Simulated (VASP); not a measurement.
# Sc2GaN3 in VASP: a series of runs

Sc2GaN3 is run at these levels: PBE; tasks: single point.

All numbers are computed with VASP 6.6.1; they aren't measurements. Logs are shortened: lines on timing, memory, paths and dates and some standing lists are left out, and cuts for length are marked.

## 1. The cell of the first run

The typed cell holds 6 atoms: a = 5.209 Å, b = 5.209 Å, c = 4.268 Å, α = 65.82°, β = 65.81°, γ = 48.37°.

The cell was built from a structure type or drawn by symmetry, and may not be a known phase.

## 2. Single point, PBE

File INCAR:

```
ALGO = Normal ; EDIFF = 1E-6
ENCUT = 600 ; GGA = PE
GGA_COMPAT = F ; ISIF = 2
ISMEAR = 0 ; LASPH = T
LCHARG = F ; LREAL = F
LWAVE = F ; NBANDS = 34
NELM = 120 ; PREC = Accurate
SIGMA = 0.15
```

File KPOINTS:

```
k-points
0
Gamma
  3 3 3
```

File POSCAR:

```
Sc2GaN3
1.0
    0.0000000000      3.0183168230      4.2456572594
    3.0180739156      0.0000000000      4.2456572594
    3.0180739156      3.0183168230      0.0000000000
Sc Ga N
2 1 3
Direct
    0.2500000000      0.2500000000      0.2500000000
    0.7500000000      0.7500000000      0.7500000000
    0.0000000000      0.0000000000      0.0000000000
    0.5000000000      0.5000000000      0.0000000000
    0.0000000000      0.0000000000      0.5000000000
    0.5000000000      0.5000000000      0.5000000000
```

Potentials or basis: VASP PAW PBE potentials, release 64 (Sc_sv, Ga_d, N).

The run is started by

```console
$ cat potpaw_PBE.64/Sc_sv/POTCAR potpaw_PBE.64/Ga_d/POTCAR potpaw_PBE.64/N/POTCAR > POTCAR
$ mpirun -np 1 vasp_std > vasp.out
```

OUTCAR:

```text
EDIFF = 1E-6
   ENCUT = 600
   GGA = PE
   ISIF = 2
   ISMEAR = 0
   LASPH = T
   LREAL = F
   NELM = 120
   PREC = Accurate

 ion  position               nearest neighbor table
   1  0.250  0.250  0.250-   4 2.12   5 2.12   3 3.01   3 3.01   3 3.01   3 3.01   2 3.02   2 3.02
                             2 3.02   2 3.02
   2  0.750  0.750  0.750-   4 2.12   5 2.12   3 3.01   3 3.01   3 3.01   3 3.01   1 3.02   1 3.02
                             1 3.02   1 3.02
   3  0.000  0.000  0.000-   5 2.13   5 2.13   4 2.13   4 2.13   2 3.01   1 3.01   2 3.01   1 3.01
                             1 3.01   2 3.01   1 3.01   2 3.01
   4  0.500  0.500  0.000-   1 2.12   2 2.12   3 2.13   3 2.13
   5  0.000  0.000  0.500-   1 2.12   2 2.12   3 2.13   3 2.13
   6  0.500  0.500  0.500-

  LATTYP: Found a face centered orthorhombic cell.
 ALAT       =     6.0361478312
 B/A-ratio  =     1.0000804842
 C/A-ratio  =     1.4067439626

  Lattice vectors:

 A1 = (   0.0000000000,   3.0183168230,   4.2456572594)
 A2 = (   3.0180739156,   0.0000000000,   4.2456572594)
 A3 = (   3.0180739156,   3.0183168230,   0.0000000000)

Analysis of symmetry for initial positions (statically):
=====================================================================
 Subroutine PRICEL returns:
 Original cell was already a primitive cell.

 Routine SETGRP: Setting up the symmetry group for a
 face centered orthorhombic supercell.

 Subroutine GETGRP returns: Found  8 space group operations
 (whereof  8 operations were pure point group operations)
 out of a pool of  8 trial point group operations.

The static configuration has the point symmetry D_2h.

Analysis of symmetry for dynamics (positions and initial velocities):
=====================================================================
 Subroutine PRICEL returns:
 Original cell was already a primitive cell.

 Routine SETGRP: Setting up the symmetry group for a
 face centered orthorhombic supercell.

 Subroutine GETGRP returns: Found  8 space group operations
 (whereof  8 operations were pure point group operations)
 out of a pool of  8 trial point group operations.

The dynamic configuration has the point symmetry D_2h.

 Subroutine INISYM returns: Found  8 space group operations
 (whereof  8 operations are pure point group operations),
 and found     1 'primitive' translations

----------------------------------------------------------------------------------------

                                     Primitive cell
[... 85 lines left out ...]
   NSW    =      0    number of steps for IOM
   IBRION =     -1    ionic relax: 0-MD 1-quasi-New 2-CG
   NFREE  =      0    steps in history (QN), initial steepest desc. (CG)
   ISIF   =      2    stress and relaxation
   ISYM   =      2    0-nonsym 1-usesym 2-fastsym
   POTIM  = 0.5000    time-step for ionic-motion
   TEBEG  =    0.0;   TEEND  =   0.0 temperature during run
   PSTRESS=    0.0 pullay stress
   NELECT =      50.0000    total number of electrons
   NUPDOWN=      -1.0000    fix difference up-down
   EMIN   =  10.00;   EMAX   =-10.00  energy-range for DOS
   EFERMI =   0.00;   METHOD = LEGACY
   ISMEAR =     0;   SIGMA  =   0.15  broadening in eV -4-tet -1-fermi 0-gaus
   EFERMI_NEDOS =   21; number of points for ismear=-14 and -15
   IALGO  =     38    algorithm
   IMIX   =      4    mixing-type and parameters
     AMIX     =   0.40;   BMIX     =  1.00
     AMIX_MAG =   1.60;   BMIX_MAG =  1.00
  volume/ion in A,a.u.               =      12.89        87.00
  Fermi-wavevector in a.u.,A,eV,Ry     =   1.415495  2.674897 27.260982  2.003626
  Thomas-Fermi vector in A             =   2.536927
   LORBIT       =      0    0 simple, 1 ext, 2 COOP (PROOUT), +10 PAW based schemes
   GGA     = PE    functional components
   LHFCALC =     F    Hartree Fock is set to
   AEXX    =    0.0000 exact exchange contribution
   IVDW    =     0    specifies the selected vdW correction
   LEPSILON=     F    determine dielectric tensor
   LRPA    =     F    only Hartree local field effects (RPA)
 non-spin polarized calculation
 Gauss-broadening in eV      SIGMA  =   0.15
  energy-cutoff  :      600.00
  volume of cell :       77.35
 maximum number of plane-waves:      2597
 NGX is ok and might be reduce to    42
   NGX = 21   NGY = 21   NGZ = 17

 number of electron      49.9999999 magnetization

 Free energy of the ion-electron system (eV)
  ---------------------------------------------------
  ext. energy  EPLUGINS =         0.00000000
  ---------------------------------------------------
  free energy    TOTEN  =       -37.61181303 eV

  energy without entropy =      -37.57098355  energy(sigma->0) =      -37.59139829

 E-fermi :   6.0192     XC(G=0): -11.3691

 val. band max:        5.9875572573   @ k =   0.3333  -0.0000   0.0000
 cond. band min:       6.1634575175   @ k =  -0.3333   0.3333   0.3333
 fundamental gap:      0.1759002602
 Fermi energy:         6.0192426810

 k-point     1 :       0.0000    0.0000    0.0000
  band No.  band energies     occupation
      1     -43.5703      2.00000
      2     -43.4661      2.00000
      3     -22.4747      2.00000
      4     -22.4745      2.00000
      5     -22.1388      2.00000
      6     -22.0941      2.00000
[... 285 lines left out ...]
     33       8.7544      0.00000
     34       9.4071      0.00000

------------------------ aborting loop because EDIFF is reached ----------------------------------------

  FORCE on cell =-STRESS in cart. coord.  units (eV):
  Direction    XX          YY          ZZ          XY          YZ          ZX
  --------------------------------------------------------------------------------------
  -------------------------------------------------------------------------------------
  Total       -0.0183992     -0.0260370      0.4097326      0.0000000      0.0000000      0.0000000
  in kB       -0.3811001     -0.5393016      8.4867513      0.0000000      0.0000000      0.0000000
  external PRESSURE =       2.5221166 kB  Pullay stress =       0.0000000 kB

 VOLUME and BASIS-vectors are now :
 -----------------------------------------------------------------------------
  energy-cutoff  :      600.00
  volume of cell :       77.35
      direct lattice vectors                 reciprocal lattice vectors
     0.000000000  3.018316823  4.245657259    -0.165668573  0.165655241  0.117767396
     3.018073916  0.000000000  4.245657259     0.165668573 -0.165655241  0.117767396
     3.018073916  3.018316823  0.000000000     0.165668573  0.165655241 -0.117767396

 POSITION                                       TOTAL-FORCE (eV/Angst)
 -----------------------------------------------------------------------------------
      1.50904      1.50916      2.12283         0.000000     -0.000000     -0.000000
      4.52711      4.52748      6.36849        -0.000000      0.000000     -0.000000
      0.00000      0.00000      0.00000         0.000000     -0.000000      0.000000
      1.50904      1.50916      4.24566         0.000000     -0.000000     -0.000000
      1.50904      1.50916      0.00000         0.000000     -0.000000     -0.000000
      3.01807      3.01832      4.24566         0.000000     -0.000000     -0.000000
 -----------------------------------------------------------------------------------
    total drift:                               -0.000000     -0.000000      0.000000

  FREE ENERGIE OF THE ION-ELECTRON SYSTEM (eV)
  ---------------------------------------------------
  free  energy   TOTEN  =       -37.6118130338 eV

  energy  without entropy=      -37.5709835512  energy(sigma->0) =      -37.59139829
```

OSZICAR:

```text
N       E                     dE             d eps       ncg     rms          rms(c)
DAV:   1     0.728842474654E+03    0.72884E+03   -0.25704E+04   592   0.222E+03
DAV:   2     0.735565274358E+02   -0.65529E+03   -0.63695E+03   568   0.639E+02
DAV:   3    -0.355412384771E+02   -0.10910E+03   -0.10271E+03   872   0.226E+02
DAV:   4    -0.445556879569E+02   -0.90144E+01   -0.87574E+01   878   0.620E+01
DAV:   5    -0.448794888507E+02   -0.32380E+00   -0.30665E+00   848   0.108E+01    0.178E+01
DAV:   6    -0.406194267640E+02    0.42601E+01   -0.87253E+01   912   0.574E+01    0.122E+01
DAV:   7    -0.379093145417E+02    0.27101E+01   -0.17591E+01   918   0.286E+01    0.701E+00
DAV:   8    -0.377578044773E+02    0.15151E+00   -0.14552E+00   720   0.706E+00    0.475E+00
DAV:   9    -0.376661674869E+02    0.91637E-01   -0.11014E+00   848   0.918E+00    0.182E+00
DAV:  10    -0.376151869009E+02    0.50981E-01   -0.16899E-01   832   0.453E+00    0.568E-01
DAV:  11    -0.376117201503E+02    0.34668E-02   -0.30940E-02   856   0.167E+00    0.241E-01
DAV:  12    -0.376118201591E+02   -0.10001E-03   -0.54183E-03   792   0.465E-01    0.782E-02
DAV:  13    -0.376118113063E+02    0.88529E-05   -0.35303E-04   920   0.157E-01    0.201E-02
DAV:  14    -0.376118126073E+02   -0.13011E-05   -0.59021E-05   704   0.567E-02    0.909E-03
DAV:  15    -0.376118130338E+02   -0.42645E-06   -0.95708E-06   712   0.442E-02
   1 F= -.37611813E+02 E0= -.37591398E+02  d E =-.408295E-01
```

Wall time 25 s (1 thread of Intel Xeon 6975P-C (Granite Rapids), shared host); peak memory 0.24 GiB.

What came out:

- Free energy: -37.6118 eV
- Pressure: 0.3 GPa
- Band gap on the k mesh: zero (bands 25 and 26 overlap by 0.33 eV)

Caveat: the k points lie up to 0.55 Å⁻¹ apart.

## 3. Single point, PBE

This run uses another cell than the first one, of 18.01 Å³/atom.

File INCAR:

```
SYSTEM = Sc2GaN3
  PREC = Accurate
  ENCUT = 600
  EDIFF = 1E-6
  ISMEAR = 0
  SIGMA = 0.15
  LREAL = .FALSE.
  LASPH = .TRUE.
  NELM = 120
  ALGO = Normal
  ISIF = 2
  LWAVE = .FALSE.
  LCHARG = .TRUE.
  GGA = PE
  LELF = .TRUE.
  LVHAR = .TRUE.
  NBANDS = 34
  GGA_COMPAT = .FALSE.
```

File KPOINTS:

```
Automatic mesh
0
G
  3 3 3
  0 0 0
```

File POSCAR:

```
Sc2GaN3
1.0
   -2.6018613059      2.6018613059      3.9899892898
    2.6018613059     -2.6018613059      3.9899892898
    2.6018613059      2.6018613059     -3.9899892898
Sc Ga N
2 1 3
Direct
    0.5000000000      0.0000000000      0.5000000000
    0.0000000000      0.5000000000      0.5000000000
    0.0000000000      0.0000000000      0.0000000000
    0.7500000000      0.2500000000      0.5000000000
    0.2500000000      0.7500000000      0.5000000000
    0.5000000000      0.5000000000      0.0000000000
```

Potentials or basis: VASP PAW PBE potentials, release 64 (Sc_sv, Ga_d, N).

The run is started by

```console
$ cat potpaw_PBE.64/Sc_sv/POTCAR potpaw_PBE.64/Ga_d/POTCAR potpaw_PBE.64/N/POTCAR > POTCAR
$ mpirun -np 1 vasp_std > vasp.out
```

Wall time 33 s (1 thread of Intel Xeon 6975P-C (Granite Rapids), shared host); peak memory 0.32 GiB.

The run converged. Its results:

```yaml
Free_energy: -35.1072 eV
Pressure: 0.3 GPa
Band_gap_on_the_k_mesh: zero (bands 25 and 26 overlap by 0.14 eV)
```

Stress tensor (GPa, compression positive):
```
-0.02  0.00  0.00
 0.00 -0.02  0.00
 0.00  0.00  0.85
```

Levels at points of the mesh, in eV from the Fermi level:
| k point | band 21 | band 22 | band 23 | band 24 | band 25 | band 26 | band 27 | band 28 |
| --- | --- | --- | --- | --- | --- | --- | --- | --- |
| (0.00, 0.00, 0.00) | -0.86 | -0.86 | -0.54 | 0.00 | 0.00 | 0.33 | 1.69 | 2.65 |

Caveat: the k points lie up to 0.48 Å⁻¹ apart.
